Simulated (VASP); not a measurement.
# BaMgSbF (P4/nmm) in VASP: further runs, part 2 of 2

VASP 6.6.1. Earlier steps stand in the parts before.

### Step 3. Single point, PBEsol

This run uses another cell than the first one, of 25.20 Å³/atom.

The input, INCAR:

```
SYSTEM = BaMgSbF
PREC = Accurate ; ENCUT = 840
EDIFF = 1E-6 ; ISMEAR = 0
SIGMA = 0.02 ; LREAL = .False.
LASPH = .True. ; NELM = 120
ALGO = Normal ; ISIF = 2
LWAVE = .False. ; LCHARG = .False.
GGA = PS ; NBANDS = 52
GGA_COMPAT = .False.
```

The input, KPOINTS:

```
regular mesh
0
Gamma
  6 6 4
  0 0 0
```

The input, POSCAR:

```
BaMgSbF
1.0
    4.5615182172      0.0000000000      0.0000000000
    0.0000000000      4.5615182172      0.0000000000
    0.0000000000      0.0000000000      9.6885989850
Ba Sb Mg F
2 2 2 2
Direct
    0.5000000000      0.0000000000      0.1390022029
    0.0000000000      0.5000000000      0.8609977971
    0.5000000000      0.0000000000      0.6800708596
    0.0000000000      0.5000000000      0.3199291404
    0.5000000000      0.5000000000      0.5000000000
    0.0000000000      0.0000000000      0.5000000000
    0.5000000000      0.5000000000      0.0000000000
    0.0000000000      0.0000000000      0.0000000000
```

Potentials or basis: VASP PAW PBE potentials, release 64 (Ba_sv, Sb_d_GW, Mg_sv, F).

The run is started by

```bash
$ cat potpaw_PBE.64/Ba_sv/POTCAR potpaw_PBE.64/Sb_d_GW/POTCAR potpaw_PBE.64/Mg_sv/POTCAR potpaw_PBE.64/F/POTCAR > POTCAR
$ mpirun -np 1 vasp_std > vasp.out
```

OUTCAR:

```text
SYSTEM = BaMgSbF
   PREC = Accurate
   ENCUT = 840
   EDIFF = 1E-6
   ISMEAR = 0
   LREAL = .False.
   LASPH = .True.
   NELM = 120
   ISIF = 2
   GGA = PS

 ion  position               nearest neighbor table
   1  0.500  0.000  0.139-   7 2.65   8 2.65   7 2.65   8 2.65   4 3.67   4 3.67   4 3.67   4 3.67
                             2 4.20   2 4.20   2 4.20   2 4.20
   2  0.000  0.500  0.861-   7 2.65   8 2.65   8 2.65   7 2.65   3 3.67   3 3.67   3 3.67   3 3.67
                             1 4.20   1 4.20   1 4.20   1 4.20
   3  0.500  0.000  0.680-   2 3.67   2 3.67   2 3.67   2 3.67
   4  0.000  0.500  0.320-   1 3.67   1 3.67   1 3.67   1 3.67
   5  0.500  0.500  0.500-
   6  0.000  0.000  0.500-
   7  0.500  0.500  0.000-   1 2.65   2 2.65   1 2.65   2 2.65
   8  0.000  0.000  0.000-   1 2.65   2 2.65   2 2.65   1 2.65

  LATTYP: Found a simple tetragonal cell.
 ALAT       =     4.5615182172
 C/A-ratio  =     2.1239855951

  Lattice vectors:

 A1 = (   4.5615182172,   0.0000000000,   0.0000000000)
 A2 = (   0.0000000000,   4.5615182172,   0.0000000000)
 A3 = (   0.0000000000,   0.0000000000,   9.6885989850)

[... 195 lines left out ...]

 k-point     1 :       0.0000    0.0000    0.0000
  band No.  band energies     occupation
      1     -72.3278      2.00000
      2     -72.3259      2.00000
      3     -39.2848      2.00000
      4     -39.2848      2.00000
      5     -39.2743      2.00000
      6     -39.2714      2.00000
[... 1309 lines left out ...]
     51       7.3170      0.00000
     52       7.5000      0.00000

 [... further k-points ...]

------------------------ aborting loop because EDIFF is reached ----------------------------------------

  FORCE on cell =-STRESS in cart. coord.  units (eV):
  Direction    XX          YY          ZZ          XY          YZ          ZX
  --------------------------------------------------------------------------------------
  -------------------------------------------------------------------------------------
  Total        0.7268682      0.7268682      0.5257951      0.0000000      0.0000000      0.0000000
  in kB        5.7767880      5.7767880      4.1787589      0.0000000      0.0000000      0.0000000
  external PRESSURE =       5.2441116 kB  Pullay stress =       0.0000000 kB

 VOLUME and BASIS-vectors are now :
 -----------------------------------------------------------------------------
  energy-cutoff  :      840.00
  volume of cell :      201.60
      direct lattice vectors                 reciprocal lattice vectors
     4.561518217  0.000000000  0.000000000     0.219225256  0.000000000  0.000000000
     0.000000000  4.561518217  0.000000000     0.000000000  0.219225256  0.000000000
     0.000000000  0.000000000  9.688598985     0.000000000  0.000000000  0.103214097

 POSITION                                       TOTAL-FORCE (eV/Angst)
 -----------------------------------------------------------------------------------
      2.28076      0.00000      1.34674         0.000000      0.000000      0.122505
      0.00000      2.28076      8.34186         0.000000     -0.000000     -0.122505
      2.28076      0.00000      6.58893        -0.000000      0.000000     -0.028406
      0.00000      2.28076      3.09967         0.000000      0.000000      0.028406
      2.28076      2.28076      4.84430         0.000000      0.000000      0.000000
      0.00000      0.00000      4.84430         0.000000      0.000000      0.000000
      2.28076      2.28076      0.00000        -0.000000     -0.000000      0.000000
      0.00000      0.00000      0.00000         0.000000      0.000000      0.000000
 -----------------------------------------------------------------------------------
    total drift:                                0.000000      0.000000     -0.000000

  FREE ENERGIE OF THE ION-ELECTRON SYSTEM (eV)
  ---------------------------------------------------
  free  energy   TOTEN  =       -36.5136653924 eV

  energy  without entropy=      -36.5136653924  energy(sigma->0) =      -36.51366539
```

OSZICAR:

```text
N       E                     dE             d eps       ncg     rms          rms(c)
DAV:   1     0.126724732921E+04    0.12672E+04   -0.45656E+04  5200   0.158E+04
DAV:   2     0.221781945431E+03   -0.10455E+04   -0.10036E+04  5976   0.292E+03
DAV:   3    -0.403841783616E+01   -0.22582E+03   -0.22092E+03  6216   0.476E+02
DAV:   4    -0.311947198827E+02   -0.27156E+02   -0.26934E+02  6232   0.123E+02
DAV:   5    -0.378917894828E+02   -0.66971E+01   -0.66593E+01  5752   0.252E+01    0.127E+01
DAV:   6    -0.364691718993E+02    0.14226E+01   -0.16813E+01  5544   0.224E+01    0.548E+00
DAV:   7    -0.365464841345E+02   -0.77312E-01   -0.26760E+00  5288   0.113E+01    0.248E+00
DAV:   8    -0.365172535688E+02    0.29231E-01   -0.26356E-01  5104   0.571E+00    0.724E-01
DAV:   9    -0.365149477203E+02    0.23058E-02   -0.79762E-02  5600   0.259E+00    0.377E-01
DAV:  10    -0.365135109408E+02    0.14368E-02   -0.21049E-02  5024   0.792E-01    0.118E-01
DAV:  11    -0.365136773104E+02   -0.16637E-03   -0.21831E-03  5144   0.430E-01    0.475E-02
DAV:  12    -0.365136645764E+02    0.12734E-04   -0.19817E-04  5136   0.134E-01    0.154E-02
DAV:  13    -0.365136661204E+02   -0.15440E-05   -0.45155E-05  4896   0.929E-02    0.711E-03
DAV:  14    -0.365136653924E+02    0.72802E-06   -0.45333E-06  3736   0.229E-02
   1 F= -.36513665E+02 E0= -.36513665E+02  d E =-.148332E-82
```

It took 15 min on 1 thread of Intel Xeon Platinum 8259CL at 2.50GHz (Skylake/Cascade Lake), shared host; peak memory 0.92 GiB.

What came out:

```
Free energy            : -36.5137 eV
Pressure               : 0.5 GPa
Largest force          : 0.123 eV/Å
Band gap on the k mesh : 1.14 eV
```

Forces in eV/Å, atoms in the order of the input:
```
Ba   0.000  0.000  0.123
Ba   0.000  0.000 -0.123
Sb   0.000  0.000 -0.028
Sb   0.000  0.000  0.028
Mg   0.000  0.000  0.000
Mg   0.000  0.000  0.000
F    0.000  0.000  0.000
F    0.000  0.000  0.000
```

Stress tensor (GPa, compression positive):
```
0.58 0.00 0.00
0.00 0.58 0.00
0.00 0.00 0.42
```

Caveat: the PAW data sets were made with another functional, which shifts forces and pressure a little; spin-orbit coupling is left out, which moves the levels of the heavy elements. A k mesh can miss the band edges.
